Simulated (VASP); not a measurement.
## As: single point with revPBE

The system is As.

```xyz
2
Lattice="2.9633 0.0000 0.0000 -1.4817 2.5663 0.0000 0.0000 0.0000 4.5188" Properties=species:S:1:pos:R:3 pbc="T T T"
As    0.0000    1.7109    1.1297
As    1.4817    0.8554    3.3891
```

This cell differs from its parent crystal: volume scaled by 0.88.

- Program: VASP 6.6.1
- Task: single point
- Functional: revPBE
- Potentials or basis: VASP PAW PBE potentials, release 64 (As)
- Cutoff: 520 eV
- k mesh: 13 × 13 × 8
- Occupations: fermi-dirac, width 0.1 eV
- Spin: no spin polarisation
- Dipole correction: no
- Further INCAR settings: ALGO = Normal; EDIFF = 1e-06; NBANDS = 12

```
Pressure               : 13.1 GPa
Band gap on the k mesh : zero (band 5 reaches 12.61 eV, above the bottom of band 6 at 3.86 eV)
```

Levels at points of the mesh, in eV from the Fermi level:
```tsv
k point	band 2	band 3	band 4	band 5	band 6	band 7	band 8	band 9
(0.00, 0.00, 0.00)	-10.11	-7.31	3.66	3.66	5.89	5.89	7.78	8.93
(0.00, 0.00, 0.50)	-14.31	0.15	0.15	4.81	4.81	4.81	4.81	10.54
```

It took 19 s on 1 thread of Intel(R) Xeon(R) Platinum 8488C (Sapphire Rapids), with other jobs on the host, peak memory 0.17 GiB.

Caveat: the PAW data sets were made with another functional, which shifts forces and pressure a little.
